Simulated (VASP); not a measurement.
# TiO2 (I4/mmm) in VASP: notebook

TiO2 is run at these levels: r2SCAN, PBE; tasks: single point.

Everything below comes from runs of VASP 6.6.1. Logs are shortened: lines on timing, memory, paths and dates and some standing lists are left out, and cuts for length are marked.

## 1. The cell of the first run

The structure is tetragonal, space group I4/mmm (No. 139). Conventional cell: a = 3.390 Å, b = 3.390 Å, c = 4.532 Å, α = 90.00°, β = 90.00°, γ = 90.00°. Ti (site symmetry 4/mmm) has 8 O at 2.04 Å within 2.7 Å. Within 2.7 Å of O (site symmetry -4m2) lie 4 Ti at 2.04 Å and 6 O at 2.27 to 2.40 Å.

## 2. Single point, r2SCAN (uniaxial z strain -5.5%)

POSCAR

```
TiO2
1.0
    0.0000000000      2.3968272579      2.2659604896
    2.3968272579      0.0000000000      2.2659604896
    2.3968272579      2.3968272579      0.0000000000
Ti O
1 2
Direct
    0.0000000000      0.0000000000      0.0000000000
    0.2500000000      0.2500000000      0.2500000000
    0.7500000000      0.7500000000      0.7500000000
```

INCAR.step1

```
SYSTEM = TiO2
  PREC = Accurate
  ENCUT = 520
  ISMEAR = 0
  SIGMA = 0.01
  LREAL = .False.
  LASPH = .True.
  NELM = 60
  NBANDS = 19
  GGA = PE
  ALGO = Normal
  EDIFF = 1E-4
  LWAVE = .True.
  LCHARG = .False.
```

INCAR.step2

```
SYSTEM = TiO2
  PREC = Accurate
  ENCUT = 520
  EDIFF = 1E-6
  ISMEAR = 0
  SIGMA = 0.01
  LREAL = .False.
  LASPH = .True.
  NELM = 60
  ALGO = Normal
  ISIF = 2
  LWAVE = .False.
  LCHARG = .True.
  METAGGA = R2SCAN
  LMIXTAU = .True.
  LELF = .True.
  LVHAR = .True.
  NBANDS = 19
  ISTART = 1
```

KPOINTS

```
regular mesh
0
Gamma
  10 10 10
  0 0 0
```

Potentials or basis: VASP PAW PBE potentials, release 64 (Ti_sv, O).

Command:

```console
$ cat potpaw_PBE.64/Ti_sv/POTCAR potpaw_PBE.64/O/POTCAR > POTCAR
$ cp INCAR.step1 INCAR
$ mpirun -np 1 vasp_std > vasp.out
$ cp INCAR.step2 INCAR
$ mpirun -np 1 vasp_std > vasp.out
```

OUTCAR:

```text
SYSTEM = TiO2
   PREC = Accurate
   ENCUT = 520
   EDIFF = 1E-6
   ISMEAR = 0
   LREAL = .False.
   LASPH = .True.
   NELM = 60
   ISIF = 2
   METAGGA = R2SCAN
   ISTART = 1

 ion  position               nearest neighbor table
   1  0.000  0.000  0.000-   3 2.04   3 2.04   3 2.04   2 2.04   3 2.04   2 2.04   2 2.04   2 2.04

   2  0.250  0.250  0.250-   1 2.04   1 2.04   1 2.04   1 2.04
   3  0.750  0.750  0.750-   1 2.04   1 2.04   1 2.04   1 2.04

  LATTYP: Found a body centered tetragonal cell.
 ALAT       =     3.3896256148
 C/A-ratio  =     1.3369975019

  Lattice vectors:

 A1 = (   0.0000000000,  -2.3968272579,  -2.2659604896)
 A2 = (   0.0000000000,   2.3968272579,  -2.2659604896)
 A3 = (   2.3968272579,   0.0000000000,   2.2659604896)

Analysis of symmetry for initial positions (statically):
=====================================================================
 Subroutine PRICEL returns:
 Original cell was already a primitive cell.

 Routine SETGRP: Setting up the symmetry group for a
 body centered tetragonal supercell.

 Subroutine GETGRP returns: Found 16 space group operations
 (whereof 16 operations were pure point group operations)
 out of a pool of 16 trial point group operations.

The static configuration has the point symmetry D_4h.

Analysis of symmetry for dynamics (positions and initial velocities):
=====================================================================
 Subroutine PRICEL returns:
 Original cell was already a primitive cell.

 Routine SETGRP: Setting up the symmetry group for a
 body centered tetragonal supercell.

 Subroutine GETGRP returns: Found 16 space group operations
 (whereof 16 operations were pure point group operations)
 out of a pool of 16 trial point group operations.

The dynamic configuration has the point symmetry D_4h.

 Subroutine INISYM returns: Found 16 space group operations
 (whereof 16 operations are pure point group operations),
 and found     1 'primitive' translations

----------------------------------------------------------------------------------------

                                     Primitive cell

  volume of cell :      26.0349

  direct lattice vectors                    reciprocal lattice vectors
     0.000000000  2.396827258  2.265960490    -0.208609110  0.208609110  0.220656981
     2.396827258  0.000000000  2.265960490     0.208609110 -0.208609110  0.220656981
     2.396827258  2.396827258  0.000000000     0.208609110  0.208609110 -0.220656981

  length of vectors
     3.298387158  3.298387158  3.389625615     0.368408773  0.368408773  0.368408773

  position of ions in fractional coordinates (direct lattice)
     0.000000000  0.000000000  0.000000000
     0.250000000  0.250000000  0.250000000
     0.750000000  0.750000000  0.750000000

  ion indices of the primitive-cell ions
   primitive index   ion index
                 1           1
                 2           2
                 3           3

----------------------------------------------------------------------------------------

 KPOINTS: regular mesh

Automatic generation of k-mesh.
 Grid dimensions read from file:
 generate k-points for:   10   10   10

 Generating k-lattice:

  Cartesian coordinates                     Fractional coordinates (reciprocal lattice)
    -0.020860911  0.020860911  0.022065698     0.100000000  0.000000000  0.000000000
     0.020860911 -0.020860911  0.022065698     0.000000000  0.100000000  0.000000000
     0.020860911  0.020860911 -0.022065698     0.000000000  0.000000000  0.100000000

  Length of vectors
     0.036840877  0.036840877  0.036840877

  Shift w.r.t. Gamma in fractional coordinates (k-lattice)
     0.000000000  0.000000000  0.000000000

 Subroutine IBZKPT returns following result:
 ===========================================

 Found    102 irreducible k-points:

 Following reciprocal coordinates:
            Coordinates               Weight
  0.000000  0.000000  0.000000      1.000000
  0.100000  0.000000  0.000000      8.000000
  0.200000  0.000000  0.000000      8.000000
  0.300000  0.000000  0.000000      8.000000
  0.400000  0.000000  0.000000      8.000000
  0.500000 -0.000000  0.000000      4.000000
[... 16 lines left out ...]
  0.300000  0.300000  0.000000      2.000000
  0.400000  0.300000  0.000000      8.000000
 [... further k-points ...]
   k-points           NKPTS =    102   k-points in BZ     NKDIM =    102   number of bands    NBANDS=     19
   number of dos      NEDOS =    301   number of ions     NIONS =      3
   total plane-waves  NPLWV =  21952
   dimension x,y,z NGX =    28 NGY =   28 NGZ =   28
   dimension x,y,z NGXF=    56 NGYF=   56 NGZF=   56
   ions per type =               1   2
   NGX,Y,Z   is equivalent  to a cutoff of  14.11, 14.11, 13.73 a.u.
   NGXF,Y,Z  is equivalent  to a cutoff of  28.23, 28.23, 27.47 a.u.
 SYSTEM =  TiO2
   PREC   = accura    normal or accurate (medium, high low for compatibility)
   ISTART =      1    job   : 0-new  1-cont  2-samecut
   ICHARG =      0    charge: 1-file 2-atom 10-const
   ISPIN  =      1    spin polarized calculation?
   LNONCOLLINEAR =      F non collinear calculations
   LSORBIT =      F    spin-orbit coupling
   LASPH  =      T    aspherical Exc in radial PAW
   ENCUT  =  520.0 eV  38.22 Ry    6.18 a.u.   6.13  6.13  6.30*2*pi/ulx,y,z
   NELM   =     60;   NELMIN=  2; NELMDL=  0     # of ELM steps
   EDIFF  = 0.1E-05   stopping-criterion for ELM
   LREAL  =      F    real-space projection
   EDIFFG = 0.1E-04   stopping-criterion for IOM
   NSW    =      0    number of steps for IOM
   IBRION =     -1    ionic relax: 0-MD 1-quasi-New 2-CG
   NFREE  =      0    steps in history (QN), initial steepest desc. (CG)
   ISIF   =      2    stress and relaxation
   ISYM   =      2    0-nonsym 1-usesym 2-fastsym
   POTIM  = 0.5000    time-step for ionic-motion
   TEBEG  =    0.0;   TEEND  =   0.0 temperature during run
   PSTRESS=    0.0 pullay stress
   NELECT =      24.0000    total number of electrons
   NUPDOWN=      -1.0000    fix difference up-down
   EMIN   =  10.00;   EMAX   =-10.00  energy-range for DOS
   EFERMI =   0.00;   METHOD = LEGACY
   ISMEAR =     0;   SIGMA  =   0.01  broadening in eV -4-tet -1-fermi 0-gaus
   EFERMI_NEDOS =   21; number of points for ismear=-14 and -15
   IALGO  =     38    algorithm
   IMIX   =      4    mixing-type and parameters
     AMIX     =   0.40;   BMIX     =  1.00
     AMIX_MAG =   1.60;   BMIX_MAG =  1.00
  volume/ion in A,a.u.               =       8.68        58.56
  Fermi-wavevector in a.u.,A,eV,Ry     =   1.593284  3.010871 34.539141  2.538555
  Thomas-Fermi vector in A             =   2.691538
   LORBIT       =      0    0 simple, 1 ext, 2 COOP (PROOUT), +10 PAW based schemes
   METAGGA = R2SCAN    functional components
   LHFCALC =     F    Hartree Fock is set to
   AEXX    =    0.0000 exact exchange contribution
   IVDW    =     0    specifies the selected vdW correction
   LEPSILON=     F    determine dielectric tensor
   LRPA    =     F    only Hartree local field effects (RPA)
 non-spin polarized calculation
 Gauss-broadening in eV      SIGMA  =   0.01
  energy-cutoff  :      520.00
  volume of cell :       26.03
 maximum number of plane-waves:       716
 NGX is ok and might be reduce to    28
   NGX = 13   NGY = 13   NGZ = 13

 number of electron      23.9999996 magnetization

 Free energy of the ion-electron system (eV)
  ---------------------------------------------------
  ext. energy  EPLUGINS =         0.00000000
  ---------------------------------------------------
  free energy    TOTEN  =       -33.89531668 eV

  energy without entropy =      -33.89531668  energy(sigma->0) =      -33.89531668

 E-fermi :   8.5626     XC(G=0): -13.4024

 val. band max:        8.3945126167   @ k =   0.5000   0.5000   0.0000
 cond. band min:       9.3240235917   @ k =   0.0000   0.0000   0.0000
 fundamental gap:      0.9295109749
 Fermi energy:         8.5625534397

 k-point     1 :       0.0000    0.0000    0.0000
  band No.  band energies     occupation
      1     -51.9829      2.00000
      2     -27.0246      2.00000
      3     -27.0199      2.00000
      4     -27.0199      2.00000
      5     -13.3155      2.00000
      6      -9.1017      2.00000
[... 11 lines left out ...]
     18      16.6023      0.00000
     19      23.1807      0.00000

 k-point     2 :       0.1000    0.0000    0.0000
  band No.  band energies     occupation
      1     -51.9799      2.00000
      2     -27.0557      2.00000
      3     -27.0258      2.00000
      4     -27.0245      2.00000
      5     -13.1803      2.00000
      6      -9.2680      2.00000
[... 11 lines left out ...]
     18      16.9460      0.00000
     19      23.2476      0.00000

 k-point     3 :       0.2000    0.0000    0.0000
  band No.  band energies     occupation
      1     -51.9719      2.00000
      2     -27.1430      2.00000
      3     -27.0364      2.00000
      4     -27.0338      2.00000
      5     -12.8121      2.00000
      6      -9.6770      2.00000
[... 11 lines left out ...]
     18      17.8236      0.00000
     19      23.2572      0.00000

 k-point     4 :       0.3000    0.0000    0.0000
  band No.  band energies     occupation
      1     -51.9619      2.00000
      2     -27.2480      2.00000
      3     -27.0511      2.00000
      4     -27.0436      2.00000
      5     -12.3177      2.00000
      6     -10.1537      2.00000
[... 11 lines left out ...]
     18      18.6192      0.00000
     19      23.4902      0.00000

 k-point     5 :       0.4000    0.0000    0.0000
  band No.  band energies     occupation
      1     -51.9539      2.00000
      2     -27.3308      2.00000
      3     -27.0629      2.00000
      4     -27.0515      2.00000
      5     -11.8504      2.00000
      6     -10.5586      2.00000
[... 11 lines left out ...]
     18      18.8451      0.00000
     19      24.1129      0.00000

 k-point     6 :       0.5000   -0.0000    0.0000
  band No.  band energies     occupation
      1     -51.9508      2.00000
      2     -27.3619      2.00000
      3     -27.0673      2.00000
      4     -27.0545      2.00000
      5     -11.6256      2.00000
      6     -10.7486      2.00000
[... 11 lines left out ...]
     18      18.8125      0.00000
     19      24.4952      0.00000

 k-point     7 :       0.1000    0.1000    0.0000
  band No.  band energies     occupation
      1     -51.9785      2.00000
      2     -27.0607      2.00000
      3     -27.0305      2.00000
      4     -27.0305      2.00000
      5     -13.1160      2.00000
      6      -9.3670      2.00000
[... 11 lines left out ...]
     18      16.9515      0.00000
     19      23.3291      0.00000

 k-point     8 :       0.2000    0.1000    0.0000
  band No.  band energies     occupation
      1     -51.9718      2.00000
      2     -27.1259      2.00000
      3     -27.0436      2.00000
      4     -27.0388      2.00000
      5     -12.8056      2.00000
      6      -9.7192      2.00000
[... 256 lines left out ...]
 k-point    20 :      -0.4000    0.2000    0.0000
  band No.  band energies     occupation
      1     -51.9459      2.00000
      2     -27.3150      2.00000
      3     -27.1467      2.00000
      4     -27.0821      2.00000
      5     -11.4906      2.00000
      6     -10.7111      2.00000
[... 11 lines left out ...]
     18      19.6222      0.00000
     19      24.8612      0.00000

 k-point    21 :      -0.3000    0.2000    0.0000
  band No.  band energies     occupation
      1     -51.9509      2.00000
      2     -27.2727      2.00000
      3     -27.1459      2.00000
      4     -27.0676      2.00000
      5     -11.8165      2.00000
      6     -10.4401      2.00000
[... 11 lines left out ...]
     18      19.6258      0.00000
     19      24.5522      0.00000

 k-point    22 :      -0.2000    0.2000    0.0000
  band No.  band energies     occupation
      1     -51.9590      2.00000
      2     -27.2207      2.00000
      3     -27.1142      2.00000
      4     -27.0513      2.00000
      5     -12.2204      2.00000
      6     -10.1370      2.00000
[... 11 lines left out ...]
     18      19.1550      0.00000
     19      23.9303      0.00000

 k-point    23 :       0.3000    0.3000    0.0000
  band No.  band energies     occupation
      1     -51.9525      2.00000
      2     -27.2598      2.00000
      3     -27.0924      2.00000
      4     -27.0924      2.00000
      5     -11.8067      2.00000
      6     -10.5996      2.00000
[... 11 lines left out ...]
     18      18.3433      0.00000
     19      23.3520      0.00000

 k-point    24 :       0.4000    0.3000    0.0000
  band No.  band energies     occupation
      1     -51.9459      2.00000
      2     -27.3054      2.00000
      3     -27.1156      2.00000
      4     -27.1055      2.00000
      5     -11.4032      2.00000
      6     -10.8663      2.00000
[... 11 lines left out ...]
     18      19.0231      0.00000
     19      23.6183      0.00000

 [... further k-points ...]
[... 5 lines left out ...]
  --------------------------------------------------------------------------------------
  -------------------------------------------------------------------------------------
  Total        1.2818900      1.2818900      7.0723968      0.0000000      0.0000000     -0.0000000
  in kB       78.8870209     78.8870209    435.2325872      0.0000000      0.0000000     -0.0000000
  external PRESSURE =     197.6688763 kB  Pullay stress =       0.0000000 kB

 VOLUME and BASIS-vectors are now :
 -----------------------------------------------------------------------------
  energy-cutoff  :      520.00
  volume of cell :       26.03
      direct lattice vectors                 reciprocal lattice vectors
     0.000000000  2.396827258  2.265960490    -0.208609110  0.208609110  0.220656981
     2.396827258  0.000000000  2.265960490     0.208609110 -0.208609110  0.220656981
     2.396827258  2.396827258  0.000000000     0.208609110  0.208609110 -0.220656981

 POSITION                                       TOTAL-FORCE (eV/Angst)
 -----------------------------------------------------------------------------------
      0.00000      0.00000      0.00000        -0.000000     -0.000000      0.000000
      1.19841      1.19841      1.13298        -0.000000      0.000000     -0.000000
      3.59524      3.59524      3.39894         0.000000      0.000000     -0.000000
 -----------------------------------------------------------------------------------
    total drift:                                0.000000      0.000000      0.000000

  FREE ENERGIE OF THE ION-ELECTRON SYSTEM (eV)
  ---------------------------------------------------
  free  energy   TOTEN  =       -33.8953166774 eV

  energy  without entropy=      -33.8953166774  energy(sigma->0) =      -33.89531668
```

Wall time 2 min (1 thread of Intel Xeon 6975P-C (Granite Rapids), shared host); peak memory 0.19 GiB.

Results:

- Free energy: -33.8953 eV
- Pressure: 19.8 GPa
- Band gap on the k mesh: 0.93 eV, indirect (least direct gap 1.73 eV)

Caveat: the cell differs from its parent crystal (uniaxial z strain -5.5%); the PAW data sets were made with another functional, which shifts forces and pressure a little. A k mesh can miss the band edges.

## 3. Single point, PBE (uniaxial z strain -5.5%)

INCAR

```
SYSTEM = TiO2
PREC = Accurate
ENCUT = 520
EDIFF = 1E-6
ISMEAR = -1
SIGMA = 0.02
LREAL = .False.
LASPH = .True.
NELM = 100
ALGO = Normal
ISIF = 2
LWAVE = .False.
LCHARG = .False.
GGA = PE
NBANDS = 19
```

KPOINTS

```
Automatic mesh
0
Gamma
  10 10 10
  0 0 0
```

POSCAR is that of step 2.

Potentials or basis: VASP PAW PBE potentials, release 64 (Ti_sv, O).

Command:

```console
$ cat potpaw_PBE.64/Ti_sv/POTCAR potpaw_PBE.64/O/POTCAR > POTCAR
$ mpirun -np 1 vasp_std > vasp.out
```

Run time: 44 s. Hardware: 1 thread of Intel Xeon Platinum 8488C (Sapphire Rapids), shared host; peak memory 0.19 GiB.

Results (log left out):

* Free energy: -25.7723 eV
* Pressure: 24.6 GPa
* Band gap on the k mesh: 0.51 eV, indirect (least direct gap 1.28 eV)

Stress tensor (GPa, compression positive):
```
13.56  0.00  0.00
 0.00 13.56  0.00
 0.00  0.00 46.68
```

Levels at points of the mesh, in eV from the valence-band top:
```csv
k point,band 9,band 10,band 11,band 12,band 13,band 14,band 15,band 16
"(0.00, 0.00, 0.00)",-6.84,-1.72,-1.72,-0.77,0.51,0.81,5.13,5.36
"(0.50, 0.00, 0.00)",-4.07,-3.88,-3.22,-3.09,1.03,1.14,2.65,4.83
"(0.50, 0.50, 0.00)",-5.44,-2.87,-2.87,0.00,1.48,1.55,2.95,4.07
"(0.50, 0.00, 0.50)",-5.09,-3.16,-2.10,-0.70,1.18,1.69,2.59,3.81
```

Caveat: the cell differs from its parent crystal (uniaxial z strain -5.5%). A k mesh can miss the band edges.
